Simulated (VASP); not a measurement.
Runs of VASP 6.6.1 on Ge4As. The structure is that of space group Pm-3m (No. 221), or close to it. The cells are those of the table. The cell was generated, and may not be a known phase.

```tsv
task	cell	k mesh	cutoff (eV)	gap on the mesh (eV)	pressure (GPa)	relaxed volume (Å³/atom)
single point	a = 4.921 Å, 5 atoms	4 × 4 × 4	520	none	1.0	-
single point	a = 4.944 Å, 5 atoms	4 × 4 × 4	520	none	0.3	-
relaxation of cell and atoms	relaxed from a = 4.921 Å, 5 atoms	4 × 4 × 4	600	none	0.0	24.36
single point	a = 5.013 Å, 5 atoms	8 × 8 × 8	520	none	(b)	-
relaxation of cell and atoms	relaxed from a = 4.944 Å, 5 atoms	8 × 8 × 8	600	none	0.0	(a)
```

Alike in all rows: level PBE; potentials or basis VASP PAW PBE potentials, release 64 (Ge_d, As); no spin polarisation; smearing gaussian 0.1 eV.

Task: Fill in the values left out.

Result: (a) 25.31; (b) 0.1.

Caveats: an odd number of electrons without spin polarisation forces a metal; a magnetic or distorted state may lie lower.

A k mesh can miss the band edges, and the runs leave out spin-orbit coupling on As, Ge.

A gap of «none» marks levels without a gap at the run's occupations.
